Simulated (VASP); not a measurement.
## BaTiO3: single point with LDA

The system is BaTiO3.

```
Ba Ti O
1.0
     4.00600    0.00000    0.00000
     0.00000    4.00600    0.00000
     0.00000    0.00000    4.00600
Ba Ti O
1 1 3
Cartesian
  2.0030 2.0030 2.0030
  0.0000 0.0000 0.0000
  0.0000 0.0000 2.0030
  0.0000 2.0030 0.0000
  2.0030 0.0000 0.0000
```

```yaml
Program: VASP 6.6.1
Task: single point
Functional: LDA
Potentials_or_basis: VASP PAW LDA potentials, release 64 (Ba_sv, Ti_sv, O_h)
Cutoff: 1340 eV
k_mesh: 7 × 7 × 7
Occupations: fermi-dirac, width 0.05 eV
Spin: no spin polarisation
```

```yaml
Pressure: -7.5 GPa
Band_gap_on_the_k_mesh: 1.72 eV (least direct gap 1.80 eV)
```

Levels at points of the mesh, in eV from the valence-band top:
```tsv
k point	band 16	band 17	band 18	band 19	band 20	band 21	band 22	band 23	band 24	band 25
(0.00, 0.00, 0.00)	-1.05	-1.05	-0.08	-0.08	-0.08	1.72	1.72	1.72	3.99	3.99
```

It took 2.7 min on 1 thread of Intel(R) Xeon(R) 6975P-C (Granite Rapids), with other jobs on the host, peak memory 0.37 GiB.

Caveat: the cell stands under tension; spin-orbit coupling is left out, which moves the levels of the heavy elements; an odd mesh through Γ misses points on the zone boundary, where band edges can lie.
